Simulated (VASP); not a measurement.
# CuSi16 (a cell with a defect) in VASP: single point with PBE

Aim: the single point of CuSi16 (a cell with a defect) with PBE.

Everything below comes from runs of VASP 6.6.1. Logs are shortened: lines on timing, memory, paths and dates and some standing lists are left out, and cuts for length are marked.

**1. The cell of the first run**

The cell holds a defect, 17 atoms: a = 7.679 Å, b = 7.679 Å, c = 7.679 Å, α = 60.00°, β = 60.00°, γ = 60.00°.

**2. Single point, PBE**

INCAR reads:

```
ALGO = Normal
EDIFF = 1E-6
ENCUT = 520
GGA = PE
ISIF = 2
ISMEAR = 0
LASPH = True
LCHARG = False
LREAL = Auto
LWAVE = False
NBANDS = 52
NELECT = 74.0
NELM = 100
PREC = Accurate
SIGMA = 0.05
```

KPOINTS reads:

```
k-points
0
Gamma
  2 2 2
```

POSCAR reads:

```
CuSi16
1.0
    0.0000000000      5.4300000000      5.4300000000
    5.4300000000      0.0000000000      5.4300000000
    5.4300000000      5.4300000000      0.0000000000
Si Cu
16 1
Direct
   -0.0168096685      0.0007511050      0.0050989871
    0.1160374770      0.1217081952      0.1261133517
   -0.0054791897     -0.0052867403      0.5040060773
    0.1204045120      0.1289592081      0.6330312155
   -0.0062386740      0.4997902394      0.0011817680
    0.1199493554      0.6284454880      0.1335762431
    0.0077925414      0.5103437385      0.5138074586
    0.1437767956      0.6269616943      0.6325709024
    0.4892149171     -0.0009823204      0.0029079190
    0.6116609576      0.1242611418      0.1289108656
    0.4926058932     -0.0036462247      0.5008661142
    0.6191489871      0.1153554328      0.6299928177
    0.4925827808      0.4962511050      0.0009501842
    0.6187231123      0.6261531308      0.1196087477
    0.5132742173      0.4910151013      0.4945926335
    0.6307876611      0.6237038674      0.6281296501
    0.9076199816      0.3717778085      0.3808102210
```

Potentials or basis: VASP PAW PBE potentials, release 64 (Si, Cu).

Run with:

```sh
> cat potpaw_PBE.64/Si/POTCAR potpaw_PBE.64/Cu/POTCAR > POTCAR
> mpirun -np 1 vasp_std > vasp.out
```

OUTCAR:

```text
EDIFF = 1E-6
   ENCUT = 520
   GGA = PE
   ISIF = 2
   ISMEAR = 0
   LASPH = True
   LREAL = Auto
   NELECT = 74.0
   NELM = 100
   PREC = Accurate

 ion  position               nearest neighbor table
   1  0.983  0.001  0.005-  10 2.33   4 2.34   6 2.34   2 2.35
   2  0.116  0.122  0.126-   9 2.34   1 2.35   3 2.37   5 2.37  17 2.76
   3  0.995  0.995  0.504-   8 2.32  12 2.35   2 2.37  17 2.38   4 2.44
   4  0.120  0.129  0.633-   1 2.34  11 2.34   7 2.40   3 2.44  17 2.53
   5  0.994  0.500  0.001-   8 2.32  14 2.35   2 2.37  17 2.40   6 2.43
   6  0.120  0.628  0.134-   1 2.34  13 2.34   7 2.39   5 2.43  17 2.55
   7  0.008  0.510  0.514-   8 2.33  17 2.34  16 2.37   6 2.39   4 2.40
   8  0.144  0.627  0.633-   3 2.32   5 2.32  15 2.32   7 2.33
   9  0.489  0.999  0.003-  14 2.34  12 2.34   2 2.34  10 2.34
  10  0.612  0.124  0.129-   1 2.33  11 2.33  13 2.33   9 2.34
  11  0.493  0.996  0.501-  10 2.33   4 2.34  16 2.34  12 2.35
  12  0.619  0.115  0.630-   9 2.34  11 2.35   3 2.35  15 2.36  17 2.97
  13  0.493  0.496  0.001-  10 2.33   6 2.34  16 2.34  14 2.35
  14  0.619  0.626  0.120-   9 2.34  13 2.35   5 2.35  15 2.35
  15  0.513  0.491  0.495-   8 2.32  14 2.35  12 2.36  16 2.41  17 2.48
  16  0.631  0.624  0.628-  11 2.34  13 2.34   7 2.37  15 2.41  17 2.72
  17  0.908  0.372  0.381-   7 2.34   3 2.38   5 2.40  15 2.48   4 2.53   6 2.55  16 2.72   2 2.76
                            12 2.97

  LATTYP: Found a face centered cubic cell.
 ALAT       =    10.8600000000

  Lattice vectors:

 A1 = (   0.0000000000,   5.4300000000,   5.4300000000)
 A2 = (   5.4300000000,   0.0000000000,   5.4300000000)
 A3 = (   5.4300000000,   5.4300000000,   0.0000000000)

Analysis of symmetry for initial positions (statically):
=====================================================================
 Subroutine PRICEL returns:
 Original cell was already a primitive cell.

 Routine SETGRP: Setting up the symmetry group for a
 face centered cubic supercell.

 Subroutine GETGRP returns: Found  1 space group operations
 (whereof  1 operations were pure point group operations)
 out of a pool of 48 trial point group operations.

The static configuration has the point symmetry C_1 .

Analysis of symmetry for dynamics (positions and initial velocities):
=====================================================================
 Subroutine PRICEL returns:
 Original cell was already a primitive cell.

 Routine SETGRP: Setting up the symmetry group for a
 face centered cubic supercell.

 Subroutine GETGRP returns: Found  1 space group operations
 (whereof  1 operations were pure point group operations)
 out of a pool of 48 trial point group operations.

The dynamic configuration has the point symmetry C_1 .

 Subroutine INISYM returns: Found  1 space group operations
 (whereof  1 operations are pure point group operations),
 and found     1 'primitive' translations

----------------------------------------------------------------------------------------

                                     Primitive cell

  volume of cell :     320.2060

  direct lattice vectors                    reciprocal lattice vectors
     0.000000000  5.430000000  5.430000000    -0.092081031  0.092081031  0.092081031
     5.430000000  0.000000000  5.430000000     0.092081031 -0.092081031  0.092081031
     5.430000000  5.430000000  0.000000000     0.092081031  0.092081031 -0.092081031

  length of vectors
     7.679179644  7.679179644  7.679179644     0.159489025  0.159489025  0.159489025

  position of ions in fractional coordinates (direct lattice)
     0.983190331  0.000751105  0.005098987
     0.116037477  0.121708195  0.126113352
     0.994520810  0.994713260  0.504006077
     0.120404512  0.128959208  0.633031215
     0.993761326  0.499790239  0.001181768
     0.119949355  0.628445488  0.133576243
[... 9 lines left out ...]
     0.630787661  0.623703867  0.628129650
     0.907619982  0.371777808  0.380810221

  ion indices of the primitive-cell ions
   primitive index   ion index
                 1           1
                 2           2
                 3           3
                 4           4
                 5           5
                 6           6
[... 9 lines left out ...]
                16          16
                17          17

----------------------------------------------------------------------------------------

 KPOINTS: k-points

Automatic generation of k-mesh.
 Grid dimensions read from file:
 generate k-points for:    2    2    2

 Generating k-lattice:

  Cartesian coordinates                     Fractional coordinates (reciprocal lattice)
    -0.046040516  0.046040516  0.046040516     0.500000000  0.000000000  0.000000000
     0.046040516 -0.046040516  0.046040516     0.000000000  0.500000000  0.000000000
     0.046040516  0.046040516 -0.046040516     0.000000000  0.000000000  0.500000000

  Length of vectors
     0.079744512  0.079744512  0.079744512

  Shift w.r.t. Gamma in fractional coordinates (k-lattice)
     0.000000000  0.000000000  0.000000000

 Subroutine IBZKPT returns following result:
 ===========================================

 Found      8 irreducible k-points:

 Following reciprocal coordinates:
            Coordinates               Weight
  0.000000  0.000000  0.000000      1.000000
  0.500000  0.000000  0.000000      1.000000
  0.000000  0.500000  0.000000      1.000000
  0.000000  0.000000  0.500000      1.000000
  0.500000  0.500000  0.500000      1.000000
  0.500000  0.500000  0.000000      1.000000
  0.000000  0.500000  0.500000      1.000000
  0.500000  0.000000  0.500000      1.000000
   k-points           NKPTS =      8   k-points in BZ     NKDIM =      8   number of bands    NBANDS=     52
   number of dos      NEDOS =    301   number of ions     NIONS =     17
   total plane-waves  NPLWV = 216000
   dimension x,y,z NGX =    60 NGY =   60 NGZ =   60
   dimension x,y,z NGXF=   120 NGYF=  120 NGZF=  120
   ions per type =              16   1
   NGX,Y,Z   is equivalent  to a cutoff of  12.99, 12.99, 12.99 a.u.
   NGXF,Y,Z  is equivalent  to a cutoff of  25.98, 25.98, 25.98 a.u.
 SYSTEM =  unknown system
   PREC   = accura    normal or accurate (medium, high low for compatibility)
   ISTART =      0    job   : 0-new  1-cont  2-samecut
   ICHARG =      2    charge: 1-file 2-atom 10-const
   ISPIN  =      1    spin polarized calculation?
   LNONCOLLINEAR =      F non collinear calculations
   LSORBIT =      F    spin-orbit coupling
   LASPH  =      T    aspherical Exc in radial PAW
   ENCUT  =  520.0 eV  38.22 Ry    6.18 a.u.  14.28 14.28 14.28*2*pi/ulx,y,z
   NELM   =    100;   NELMIN=  2; NELMDL= -5     # of ELM steps
   EDIFF  = 0.1E-05   stopping-criterion for ELM
   LREAL  =      T    real-space projection
   EDIFFG = 0.1E-04   stopping-criterion for IOM
   NSW    =      0    number of steps for IOM
   IBRION =     -1    ionic relax: 0-MD 1-quasi-New 2-CG
   NFREE  =      0    steps in history (QN), initial steepest desc. (CG)
   ISIF   =      2    stress and relaxation
   ISYM   =      2    0-nonsym 1-usesym 2-fastsym
   POTIM  = 0.5000    time-step for ionic-motion
   TEBEG  =    0.0;   TEEND  =   0.0 temperature during run
   PSTRESS=    0.0 pullay stress
   NELECT =      74.0000    total number of electrons
   NUPDOWN=      -1.0000    fix difference up-down
   EMIN   =  10.00;   EMAX   =-10.00  energy-range for DOS
   EFERMI =   0.00;   METHOD = LEGACY
   ISMEAR =     0;   SIGMA  =   0.05  broadening in eV -4-tet -1-fermi 0-gaus
   EFERMI_NEDOS =   21; number of points for ismear=-14 and -15
   IALGO  =     38    algorithm
   IMIX   =      4    mixing-type and parameters
     AMIX     =   0.40;   BMIX     =  1.00
     AMIX_MAG =   1.60;   BMIX_MAG =  1.00
  volume/ion in A,a.u.               =      18.84       127.11
  Fermi-wavevector in a.u.,A,eV,Ry     =   1.004636  1.898488 13.732283  1.009294
  Thomas-Fermi vector in A             =   2.137265
   LORBIT       =      0    0 simple, 1 ext, 2 COOP (PROOUT), +10 PAW based schemes
   GGA     = PE    functional components
   LHFCALC =     F    Hartree Fock is set to
   AEXX    =    0.0000 exact exchange contribution
   IVDW    =     0    specifies the selected vdW correction
   LEPSILON=     F    determine dielectric tensor
   LRPA    =     F    only Hartree local field effects (RPA)
 non-spin polarized calculation
 Gauss-broadening in eV      SIGMA  =   0.05
  energy-cutoff  :      520.00
  volume of cell :      320.21
 maximum number of plane-waves:      8646
 NGX is ok and might be reduce to    60
   NGX = 29   NGY = 29   NGZ = 29

 number of electron      74.0000003 magnetization

 Free energy of the ion-electron system (eV)
  ---------------------------------------------------
  ext. energy  EPLUGINS =         0.00000000
  ---------------------------------------------------
  free energy    TOTEN  =       -94.21740209 eV

  energy without entropy =      -94.21739569  energy(sigma->0) =      -94.21739889

 E-fermi :   6.3724     XC(G=0):  -9.6071

 val. band max:        6.2400412062   @ k =   0.0000   0.0000   0.0000
 cond. band min:       6.5047123174   @ k =   0.0000   0.0000   0.0000
 fundamental gap:      0.2646711111
 Fermi energy:         6.3723796228

 k-point     1 :       0.0000    0.0000    0.0000
  band No.  band energies     occupation
      1      -5.8964      2.00000
      2      -3.5409      2.00000
      3      -3.5133      2.00000
      4      -3.4816      2.00000
      5      -3.4712      2.00000
      6      -2.0444      2.00000
[... 41 lines left out ...]
     48       8.4748      0.00000
     49       8.6880      0.00000

 k-point     2 :       0.5000    0.0000    0.0000
  band No.  band energies     occupation
      1      -5.2412      2.00000
      2      -4.9199      2.00000
      3      -3.2823      2.00000
      4      -3.2618      2.00000
      5      -3.1887      2.00000
      6      -3.0442      2.00000
[... 41 lines left out ...]
     48       9.7898      0.00000
     49       9.8770      0.00000

 k-point     3 :       0.0000    0.5000    0.0000
  band No.  band energies     occupation
      1      -5.2191      2.00000
      2      -4.9452      2.00000
      3      -3.3002      2.00000
      4      -3.2682      2.00000
      5      -3.1706      2.00000
      6      -3.0366      2.00000
[... 41 lines left out ...]
     48       9.7803      0.00000
     49       9.9399      0.00000

 k-point     4 :       0.0000    0.0000    0.5000
  band No.  band energies     occupation
      1      -5.2221      2.00000
      2      -4.9417      2.00000
      3      -3.2996      2.00000
      4      -3.2658      2.00000
      5      -3.1702      2.00000
      6      -3.0408      2.00000
[... 41 lines left out ...]
     48       9.7854      0.00000
     49       9.9302      0.00000

 k-point     5 :       0.5000    0.5000    0.5000
  band No.  band energies     occupation
      1      -5.1947      2.00000
      2      -4.9806      2.00000
      3      -3.3273      2.00000
      4      -3.2049      2.00000
      5      -3.1740      2.00000
      6      -3.0344      2.00000
[... 41 lines left out ...]
     48       9.7492      0.00000
     49       9.8299      0.00000

 k-point     6 :       0.5000    0.5000    0.0000
  band No.  band energies     occupation
      1      -4.9353      2.00000
      2      -4.7232      2.00000
      3      -3.8690      2.00000
      4      -3.7811      2.00000
      5      -3.7488      2.00000
      6      -3.7388      2.00000
[... 41 lines left out ...]
     48      10.4996      0.00000
     49      10.5235      0.00000

 k-point     7 :       0.0000    0.5000    0.5000
  band No.  band energies     occupation
      1      -4.9306      2.00000
      2      -4.7292      2.00000
      3      -3.8709      2.00000
      4      -3.7732      2.00000
      5      -3.7563      2.00000
      6      -3.7349      2.00000
[... 41 lines left out ...]
     48      10.4962      0.00000
     49      10.5274      0.00000

 k-point     8 :       0.5000    0.0000    0.5000
  band No.  band energies     occupation
      1      -4.9373      2.00000
      2      -4.7207      2.00000
      3      -3.8681      2.00000
      4      -3.7806      2.00000
      5      -3.7494      2.00000
      6      -3.7408      2.00000
[... 41 lines left out ...]
     48      10.4947      0.00000
     49      10.5210      0.00000
 [bands above 49 left out]

------------------------ aborting loop because EDIFF is reached ----------------------------------------

  FORCE on cell =-STRESS in cart. coord.  units (eV):
  Direction    XX          YY          ZZ          XY          YZ          ZX
  --------------------------------------------------------------------------------------
  -------------------------------------------------------------------------------------
  Total       -1.9826465     -1.4680551     -1.5816061      0.0919333     -0.3204103      0.1653471
  in kB       -9.9203360     -7.3455354     -7.9136971      0.4599958     -1.6031997      0.8273278
  external PRESSURE =      -8.3931895 kB  Pullay stress =       0.0000000 kB

 VOLUME and BASIS-vectors are now :
 -----------------------------------------------------------------------------
  energy-cutoff  :      520.00
  volume of cell :      320.21
      direct lattice vectors                 reciprocal lattice vectors
     0.000000000  5.430000000  5.430000000    -0.092081031  0.092081031  0.092081031
     5.430000000  0.000000000  5.430000000     0.092081031 -0.092081031  0.092081031
     5.430000000  5.430000000  0.000000000     0.092081031  0.092081031 -0.092081031

 POSITION                                       TOTAL-FORCE (eV/Angst)
 -----------------------------------------------------------------------------------
      0.03177      5.36641      5.34280        -0.004859      0.009168      0.008575
      1.34567      1.31488      1.29096        -0.019744      0.001584     -0.001143
      8.13805      8.13700     10.80154         0.018995      0.013702     -0.005898
      4.13761      4.09116      1.35405        -0.009119     -0.018022     -0.012234
      2.72028      5.40254      8.10999        -0.024529     -0.029267      0.003246
      4.13778      1.37664      4.06378        -0.003723      0.003878      0.017113
[... 9 lines left out ...]
      6.79746      6.83592      6.81189        -0.002361     -0.007276     -0.013160
      4.08655      6.99618      6.94713         0.002383     -0.008458      0.028440
 -----------------------------------------------------------------------------------
    total drift:                               -0.000623     -0.001874      0.008894

  FREE ENERGIE OF THE ION-ELECTRON SYSTEM (eV)
  ---------------------------------------------------
  free  energy   TOTEN  =       -94.2174020926 eV

  energy  without entropy=      -94.2173956915  energy(sigma->0) =      -94.21739889
```

Run time: 2.9 min. Hardware: 1 thread of Intel Xeon 6975P-C (Granite Rapids), shared host; peak memory 0.49 GiB.

Results:

| Item | Value |
| --- | --- |
| Free energy | -94.2174 eV |
| Largest force | 0.054 eV/Å |

Forces in eV/Å, atoms in the order of the input:
```
Si  -0.005  0.009  0.009
Si  -0.020  0.002 -0.001
Si   0.019  0.014 -0.006
Si  -0.009 -0.018 -0.012
Si  -0.025 -0.029  0.003
Si  -0.004  0.004  0.017
Si   0.027  0.047  0.007
Si   0.007  0.018 -0.022
Si  -0.003 -0.005  0.001
Si  -0.009 -0.008 -0.001
Si   0.002  0.004  0.007
Si   0.002 -0.005 -0.004
Si   0.009 -0.010  0.009
Si  -0.003 -0.014 -0.006
Si   0.012  0.009 -0.016
Si  -0.002 -0.007 -0.013
Cu   0.002 -0.008  0.028
```

Caveat: the k points lie up to 0.50 Å⁻¹ apart; the cell carries a net charge on a neutralising background, which shifts energy and pressure; the cell is charged against a uniform background, so pressure and absolute levels hang on convention.
